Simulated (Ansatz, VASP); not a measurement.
**Two plane-wave programs on Sb**

INCAR

```
SYSTEM = Sb
ALGO = Normal ; EDIFF = 1E-7
EDIFFG = -0.05 ; ENCUT = 500
GGA = PS ; GGA_COMPAT = .False.
IBRION = 2 ; ISIF = 3
ISMEAR = 0 ; LASPH = .True.
LCHARG = .False. ; LREAL = .False.
LWAVE = .False. ; NELM = 120
NELMIN = 4 ; NSW = 80
PREC = Accurate ; SIGMA = 0.1
```

File KPOINTS:

```
k-points
0
Gamma
  10 10 10
  0 0 0
```

Contents of POSCAR:

```
Sb
1.0
    0.0000000000      1.7890535127      1.7890535127
    1.7890535127      0.0000000000      1.7890535127
    1.7890535127      1.7890535127      0.0000000000
Sb
1
Direct
    0.0000000000      0.0000000000      0.0000000000
```

Input for Ansatz:

```yaml
crystal:
  lattice:
    - [0.0, 1.7890535127, 1.7890535127]
    - [1.7890535127, 0.0, 1.7890535127]
    - [1.7890535127, 1.7890535127, 0.0]
  atoms:
    - { symbol: Sb, position: [0.0, 0.0, 0.0] }
basis:
  ecutwfc: 420
kpoints:
  mp_grid: { grid: [10, 10, 10] }
hamiltonian:
  xc: pbesol
scf:
  occupations: { method: gaussian, width: 0.1 }
output:
  forces: true
  stress: true
  eigenvalues: true
relax:
  adjacent_minimum: "off"
  f_tol: 0.05
  max_steps: 60
  cell: { stress_tol: 0.5 }
```

Alike in both runs: task relaxation of cell and atoms; functional PBEsol; k mesh 10 × 10 × 10; occupations gaussian, width 0.1 eV; no spin polarisation.

|  | VASP | Ansatz |
| --- | --- | --- |
| version | VASP 6.6.1 | Ansatz 0.2.0 |
| potentials or method | VASP PAW PBE potentials, release 64 (Sb), cutoff 500 eV | scalar-relativistic, plane waves, PAW |
| valence electrons in the cell | 5 | 15 |

```csv
,VASP,Ansatz,Ansatz less VASP
"gap on the k mesh at the Fermi level, each at its own relaxed structure (eV)",none,none,-
relaxed volume (Å³/atom),26.05,26.22,+0.171
relaxed cell length with the largest relative difference (Å),3.327,3.335,+0.0073
```

VASP's potentials were made for PBE, not for PBEsol. A gap of «none» marks a metal or a gap that the smearing closes. VASP's potentials hold 5 valence electrons a cell and Ansatz's 15, so a difference there can come from the potentials and not from the codes.

Neither program's run includes spin-orbit coupling. Noted on VASP's run: the volume moved by over 15 % at a fixed basis, so the end points are rough.
